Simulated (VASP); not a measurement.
**Sn: single point with PBEsol**

Crystal: Sn.

```
CELL_PARAMETERS angstrom
-0.99075 1.98149 1.98149
1.98149 -0.99075 1.98149
1.98149 1.98149 -0.99075
ATOMIC_POSITIONS crystal
Sn 0.00000 0.00000 0.00000
```

This cell differs from its parent crystal: ratio of the length along [111] to the lengths across it x 2.0, volume and fractional coordinates fixed.

* Program: VASP 6.6.1
* Task: single point
* Functional: PBEsol
* Potentials or basis: VASP PAW PBE potentials, release 64 (Sn_d)
* Cutoff: 520 eV
* k mesh: 24 × 24 × 24
* Occupations: gaussian, width 0.15 eV
* Spin: no spin polarisation

| Property | Result |
| --- | --- |
| Pressure | 3.7 GPa |
| Band gap on the k mesh | zero (band 7 reaches 13.83 eV, above the bottom of band 8 at 5.70 eV) |

Levels at points of the mesh, in eV from the Fermi level:
```
           k point  band 5  band 6  band 7  band 8  band 9  band 10
(0.00, 0.00, 0.00)  -21.11  -11.43    5.70    5.70    5.70     9.09
(0.50, 0.00, 0.00)  -21.10   -7.99   -5.11    8.63    8.63    11.99
(0.50, 0.50, 0.00)  -20.95   -4.31   -2.43   -2.43    2.69    11.91
(0.50, 0.50, 0.50)  -20.95    0.03    0.18    0.18    0.18     5.97
```

Run time: 72 s on 1 thread of Intel(R) Xeon(R) Platinum 8488C (Sapphire Rapids), on a shared host, peak memory 0.25 GiB.

Caveat: the PAW data sets were made with another functional, which shifts forces and pressure a little; spin-orbit coupling is left out, which moves the levels of the heavy elements.
